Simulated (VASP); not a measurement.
# AgI (F-43m) in VASP: a series of runs

Runs on AgI. Level: LDA. Tasks: elastic constants.

Everything below comes from runs of VASP 6.6.1. Logs are shortened: lines on timing, memory, paths and dates and some standing lists are left out, and cuts for length are marked.

**1. The cell of the first run**

Symmetry: F-43m, No. 216, cubic system. Conventional cell: a = 6.302 Å, b = 6.302 Å, c = 6.302 Å, α = 90.00°, β = 90.00°, γ = 90.00°. Within 3.6 Å of Ag (site symmetry -43m) lie 4 I at 2.73 Å. Within 3.6 Å of I (site symmetry -43m) lie 4 Ag at 2.73 Å.

**2. Elastic constants, LDA**

Contents of INCAR:

```
SYSTEM = AgI
PREC     = Accurate       ! precision mode
ENCUT    = 500            ! plane-wave cutoff, eV
EDIFF    = 1E-8           ! SCF threshold, eV
ISMEAR   = 0              ! smearing method
SIGMA    = 0.01           ! smearing width, eV
LREAL    = .FALSE.        ! projectors in reciprocal space
LASPH    = .TRUE.         ! aspherical terms in the spheres
NELM     = 120            ! most SCF steps
ALGO     = Normal         ! electronic algorithm
ISIF     = 3              ! what is computed and relaxed
LWAVE    = .FALSE.        ! write WAVECAR
LCHARG   = .FALSE.        ! write CHGCAR
GGA      = CA             ! functional
NBANDS   = 16             ! bands
IBRION   = 6              ! ionic algorithm
NFREE    = 2            
POTIM    = 0.015          ! step
NSW      = 1              ! ionic steps
GGA_COMPAT= .FALSE.
```

Contents of KPOINTS:

```
Automatic mesh
0
G
  6 6 6
  0 0 0
```

Contents of POSCAR:

```
AgI
1.0
    0.0000000000      3.1509945908      3.1509945908
    3.1509945908      0.0000000000      3.1509945908
    3.1509945908      3.1509945908      0.0000000000
Ag I
1 1
Direct
    0.0000000000      0.0000000000      0.0000000000
    0.7500000000      0.7500000000      0.7500000000
```

Potentials or basis: VASP PAW LDA potentials, release 64 (Ag, I).

On the command line:

```bash
cat potpaw_LDA.64/Ag/POTCAR potpaw_LDA.64/I/POTCAR > POTCAR
mpirun -np 1 vasp_std > vasp.out
```

OUTCAR:

```text
SYSTEM = AgI
   PREC = Accurate
   ENCUT = 500
   EDIFF = 1E-8
   ISMEAR = 0
   LREAL = .FALSE.
   LASPH = .TRUE.
   NELM = 120
   ISIF = 3
   GGA = CA
   IBRION = 6
   NFREE = 2
   POTIM = 0.015
   NSW = 1

 ion  position               nearest neighbor table
   1  0.000  0.000  0.000-   2 2.73   2 2.73   2 2.73   2 2.73
   2  0.750  0.750  0.750-   1 2.73   1 2.73   1 2.73   1 2.73

  LATTYP: Found a face centered cubic cell.
 ALAT       =     6.3019891816

  Lattice vectors:

 A1 = (   0.0000000000,   3.1509945908,   3.1509945908)
 A2 = (   3.1509945908,   0.0000000000,   3.1509945908)
 A3 = (   3.1509945908,   3.1509945908,   0.0000000000)

Analysis of symmetry for initial positions (statically):
=====================================================================
 Subroutine PRICEL returns:
 Original cell was already a primitive cell.

 Routine SETGRP: Setting up the symmetry group for a
 face centered cubic supercell.

 Subroutine GETGRP returns: Found 24 space group operations
 (whereof 24 operations were pure point group operations)
 out of a pool of 48 trial point group operations.

The static configuration has the point symmetry T_d .

Analysis of symmetry for dynamics (positions and initial velocities):
=====================================================================
 Subroutine PRICEL returns:
 Original cell was already a primitive cell.

 Routine SETGRP: Setting up the symmetry group for a
 face centered cubic supercell.

 Subroutine GETGRP returns: Found 24 space group operations
 (whereof 24 operations were pure point group operations)
 out of a pool of 48 trial point group operations.

The dynamic configuration has the point symmetry T_d .

 Subroutine INISYM returns: Found 24 space group operations
 (whereof 24 operations are pure point group operations),
 and found     1 'primitive' translations

----------------------------------------------------------------------------------------

                                     Primitive cell

  volume of cell :      62.5710

  direct lattice vectors                    reciprocal lattice vectors
     0.000000000  3.150994591  3.150994591    -0.158680057  0.158680057  0.158680057
     3.150994591  0.000000000  3.150994591     0.158680057 -0.158680057  0.158680057
     3.150994591  3.150994591  0.000000000     0.158680057  0.158680057 -0.158680057

  length of vectors
     4.456179285  4.456179285  4.456179285     0.274841920  0.274841920  0.274841920

  position of ions in fractional coordinates (direct lattice)
     0.000000000  0.000000000  0.000000000
     0.750000000  0.750000000  0.750000000

  ion indices of the primitive-cell ions
   primitive index   ion index
                 1           1
                 2           2

----------------------------------------------------------------------------------------

 KPOINTS: Automatic mesh

Automatic generation of k-mesh.
 Grid dimensions read from file:
 generate k-points for:    6    6    6

 Generating k-lattice:

  Cartesian coordinates                     Fractional coordinates (reciprocal lattice)
    -0.026446676  0.026446676  0.026446676     0.166666667  0.000000000  0.000000000
     0.026446676 -0.026446676  0.026446676     0.000000000  0.166666667  0.000000000
     0.026446676  0.026446676 -0.026446676     0.000000000  0.000000000  0.166666667

  Length of vectors
     0.045806987  0.045806987  0.045806987

  Shift w.r.t. Gamma in fractional coordinates (k-lattice)
     0.000000000  0.000000000  0.000000000

 Subroutine IBZKPT returns following result:
 ===========================================
[... 47 lines left out ...]
   POTIM  = 0.0150    time-step for ionic-motion
   TEBEG  =    0.0;   TEEND  =   0.0 temperature during run
   PSTRESS=    0.0 pullay stress
   NELECT =      18.0000    total number of electrons
   NUPDOWN=      -1.0000    fix difference up-down
   EMIN   =  10.00;   EMAX   =-10.00  energy-range for DOS
   EFERMI =   0.00;   METHOD = LEGACY
   ISMEAR =     0;   SIGMA  =   0.01  broadening in eV -4-tet -1-fermi 0-gaus
   EFERMI_NEDOS =   21; number of points for ismear=-14 and -15
   IALGO  =     38    algorithm
   IMIX   =      4    mixing-type and parameters
     AMIX     =   0.40;   BMIX     =  1.00
     AMIX_MAG =   1.60;   BMIX_MAG =  1.00
  volume/ion in A,a.u.               =      31.29       211.12
  Fermi-wavevector in a.u.,A,eV,Ry     =   1.080707  2.042240 15.890623  1.167928
  Thomas-Fermi vector in A             =   2.216705
   LORBIT       =      0    0 simple, 1 ext, 2 COOP (PROOUT), +10 PAW based schemes
   GGA     = CA    functional components
   LHFCALC =     F    Hartree Fock is set to
   AEXX    =    0.0000 exact exchange contribution
   IVDW    =     0    specifies the selected vdW correction
   LEPSILON=     F    determine dielectric tensor
   LRPA    =     F    only Hartree local field effects (RPA)
 finite differences with symmetry
 non-spin polarized calculation
 Gauss-broadening in eV      SIGMA  =   0.01
  energy-cutoff  :      500.00
  volume of cell :       62.57
 maximum number of plane-waves:      1639
   NGX = 17   NGY = 17   NGZ = 17

--------------------------------------- Ionic step        1  -------------------------------------------

 number of electron      17.9999994 magnetization

 Free energy of the ion-electron system (eV)
  ---------------------------------------------------
  ext. energy  EPLUGINS =         0.00000000
  ---------------------------------------------------
  free energy    TOTEN  =        -6.11725783 eV

  energy without entropy =       -6.11725783  energy(sigma->0) =       -6.11725783

------------------------ aborting loop because EDIFF is reached ----------------------------------------

  FORCE on cell =-STRESS in cart. coord.  units (eV):
  Direction    XX          YY          ZZ          XY          YZ          ZX
  --------------------------------------------------------------------------------------
  -------------------------------------------------------------------------------------
  Total        0.3853136      0.3853136      0.3853136      0.0000000     -0.0000000     -0.0000000
  in kB        9.8662458      9.8662458      9.8662458      0.0000000     -0.0000000     -0.0000000
  external PRESSURE =       9.8662458 kB  Pullay stress =       0.0000000 kB
[... 89 lines left out ...]
  FREE ENERGIE OF THE ION-ELECTRON SYSTEM (eV)
  ---------------------------------------------------
  free  energy   TOTEN  =        -6.1092242982 eV

  energy  without entropy=       -6.1092242982  energy(sigma->0) =       -6.10922430

[... ionic steps 4 to 14 ...]

--------------------------------------- Ionic step       15  -------------------------------------------

 number of electron      17.9999997 magnetization

------------------------ aborting loop because EDIFF is reached ----------------------------------------
[... 67 lines left out ...]
--------------------------------------- Ionic step       17  -------------------------------------------

 number of electron      17.9999993 magnetization

 Free energy of the ion-electron system (eV)
  ---------------------------------------------------
  ext. energy  EPLUGINS =         0.00000000
  ---------------------------------------------------
  free energy    TOTEN  =        -6.11688443 eV

  energy without entropy =       -6.11688443  energy(sigma->0) =       -6.11688443

 E-fermi :   4.0682     XC(G=0):  -9.2601

 val. band max:        3.9962468517   @ k =   0.0000   0.0000   0.0000
 cond. band min:       5.0812029618   @ k =   0.0000   0.0000   0.0000
 fundamental gap:      1.0849561101
 Fermi energy:         4.0681885264

 k-point     1 :       0.0000    0.0000    0.0000
  band No.  band energies     occupation
      1      -9.4100      2.00000
      2      -0.8776      2.00000
      3      -0.8576      2.00000
      4      -0.8372      2.00000
      5       0.4285      2.00000
      6       0.4288      2.00000
[... 433 lines left out ...]
      3      -0.6187      2.00000
      4      -0.5641      2.00000
      5       0.4385      2.00000
      6       0.4727      2.00000
[... 8 lines left out ...]
     15      14.6810      0.00000
     16      15.0126      0.00000

 [... further k-points ...]
[... 5 lines left out ...]
  --------------------------------------------------------------------------------------
  -------------------------------------------------------------------------------------
  Total        0.3861559      0.3879049      0.3879049      0.0000000     -0.0896693      0.0000000
  in kB        9.8878130      9.9325980      9.9325980      0.0000000     -2.2960494      0.0000000
  external PRESSURE =       9.9176697 kB  Pullay stress =       0.0000000 kB
[... 17 lines left out ...]
  FREE ENERGIE OF THE ION-ELECTRON SYSTEM (eV)
  ---------------------------------------------------
  free  energy   TOTEN  =        -6.1168844292 eV

  energy  without entropy=       -6.1168844292  energy(sigma->0) =       -6.11688443

 INTERNAL STRAIN TENSORS FROM STRAINED CELLS
 ============================================

 INTERNAL STRAIN TENSOR FOR ION    1 for displacements in x,y,z  (eV/Angst):
          X           Y           Z          XY          YZ          ZX
  --------------------------------------------------------------------------------
  x    -0.00000    -0.00000     0.00000     0.00000    -5.98859     0.00000
  y    -0.00000    -0.00000     0.00000    -0.00000     0.00000    -5.98858
  z    -0.00000    -0.00000    -0.00000    -5.98853     0.00000     0.00000

 INTERNAL STRAIN TENSORS FROM DISPLACED ATOMS
 ============================================

 INTERNAL STRAIN TENSOR FOR ION    1 for displacements in x,y,z  (eV/Angst):
          X           Y           Z          XY          YZ          ZX
  --------------------------------------------------------------------------------
  x     0.00000     0.00000     0.00000     0.00000    -5.98699     0.00000
  y     0.00000     0.00000     0.00000     0.00000     0.00000    -5.98699
  z     0.00000     0.00000     0.00000    -5.98699     0.00000     0.00000

 INTERNAL STRAIN TENSOR FOR ION    2 for displacements in x,y,z  (eV/Angst):
          X           Y           Z          XY          YZ          ZX
  --------------------------------------------------------------------------------
  x     0.00000     0.00000     0.00000     0.00000     5.98490     0.00000
  y     0.00000     0.00000     0.00000     0.00000     0.00000     5.98490
  z     0.00000     0.00000     0.00000     5.98490     0.00000     0.00000

 Eigenvectors and eigenvalues of the dynamical matrix
 ----------------------------------------------------

   1 f  =    3.725216 THz    23.406224 2PiTHz  124.259836 cm-1    15.406249 meV
             X         Y         Z           dx          dy          dz
      0.000000  0.000000  0.000000    -0.734563    0.000000    0.000000
      4.726492  4.726492  4.726492     0.678541    0.000000    0.000000
[... 21 lines left out ...]
   6 f/i=    0.003585 THz     0.022528 2PiTHz    0.119596 cm-1     0.014828 meV
             X         Y         Z           dx          dy          dz
      0.000000  0.000000  0.000000     0.000000    0.360184   -0.575053
      4.726492  4.726492  4.726492     0.000000    0.389921   -0.622530

--------------------------------------------------------------------------------------------------------

 ELASTIC MODULI CONTR FROM IONIC RELAXATION (kBar)
 Direction    XX          YY          ZZ          XY          YZ          ZX
 --------------------------------------------------------------------------------
 XX          -0.0000      0.0000      0.0000     -0.0000      0.0000     -0.0000
 YY           0.0000     -0.0000      0.0000     -0.0000     -0.0000      0.0000
 ZZ           0.0000      0.0000     -0.0000      0.0000     -0.0000     -0.0000
 XY          -0.0000     -0.0000      0.0000   -277.0838      0.0000      0.0000
 YZ           0.0000     -0.0000     -0.0000      0.0000   -277.0838      0.0000
 ZX          -0.0000      0.0000     -0.0000      0.0000      0.0000   -277.0838
 --------------------------------------------------------------------------------

 TOTAL ELASTIC MODULI (kBar)
 Direction    XX          YY          ZZ          XY          YZ          ZX
 --------------------------------------------------------------------------------
 XX         493.5919    432.2188    432.2188      0.0000      0.0000     -0.0000
 YY         432.2188    493.5919    432.2188      0.0000     -0.0000      0.0000
 ZZ         432.2188    432.2188    493.5919      0.0000     -0.0000      0.0000
 XY           0.0000      0.0000      0.0000     94.2131      0.0000      0.0000
 YZ           0.0000     -0.0000     -0.0000      0.0000     94.2131      0.0000
 ZX          -0.0000      0.0000      0.0000      0.0000      0.0000     94.2131
 --------------------------------------------------------------------------------
```

Run time: 3 min. Hardware: 1 thread of Intel Xeon 6975P-C (Granite Rapids), shared host; peak memory 0.24 GiB.

Results:

```
Elastic constants C11, C12, C44                         : 49, 43, 9 GPa
Voigt bulk modulus                                      : 45 GPa
Highest phonon frequency at Γ, LO-TO splitting left out : 124 cm⁻¹
```

Phonon frequencies in cm⁻¹ (negative: imaginary):
```
              q point        frequencies
(0.000, 0.000, 0.000)  0 0 0 124 124 124
```

Elastic tensor in Voigt notation (GPa, in the Cartesian axes of the cell as first typed):
```
49 43 43  0  0  0
43 49 43  0  0  0
43 43 49  0  0  0
 0  0  0  9  0  0
 0  0  0  0  9  0
 0  0  0  0  0  9
```

Clamped-ion elastic tensor (GPa):
```
49 43 43  0  0  0
43 49 43  0  0  0
43 43 49  0  0  0
 0  0  0 37  0  0
 0  0  0  0 37  0
 0  0  0  0  0 37
```

Caveat: spin-orbit coupling is left out, which moves the levels of the heavy elements.

(Part 1 of 2 ends here.)
